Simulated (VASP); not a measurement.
InBi, 2 atoms in the cell. It takes space group F-43m (No. 216, cubic). The conventional cell has a = 6.521 Å, b = 6.521 Å, c = 6.521 Å, α = 90.00°, β = 90.00°, γ = 90.00°. In (site symmetry -43m) has 4 Bi at 2.82 Å within 3.7 Å. Bi (site symmetry -43m) has 4 In at 2.82 Å within 3.7 Å. 

| Item | Value |
| --- | --- |
| Program | VASP 6.6.1 |
| Task | single point |
| Functional | r2SCAN |
| Potentials or basis | VASP PAW PBE potentials, release 64 (In_d, Bi_d) |
| Cutoff | 520 eV |
| k mesh | 7 × 7 × 7 |
| Occupations | fermi-dirac, width 0.05 eV |
| Spin | no spin polarisation |
| Dipole correction | no |
| Further INCAR settings | ALGO = Normal; EDIFF = 1e-06; NBANDS = 21 |

Potentials or basis: VASP PAW PBE potentials, release 64 (In_d, Bi_d).

Command:

```sh
$ cat potpaw_PBE.64/In_d/POTCAR potpaw_PBE.64/Bi_d/POTCAR > POTCAR
$ cp INCAR.step1 INCAR
$ mpirun -np 1 vasp_std > vasp.out
$ cp INCAR.step2 INCAR
$ mpirun -np 1 vasp_std > vasp.out
```

Hardware: 1 thread of Intel(R) Xeon(R) 6975P-C (Granite Rapids), on a shared host.

How long does it take, and how much memory?

Run time: 72 s on 1 thread of Intel(R) Xeon(R) 6975P-C (Granite Rapids) (shared host), peak memory 0.22 GiB. Counts: k points 20.
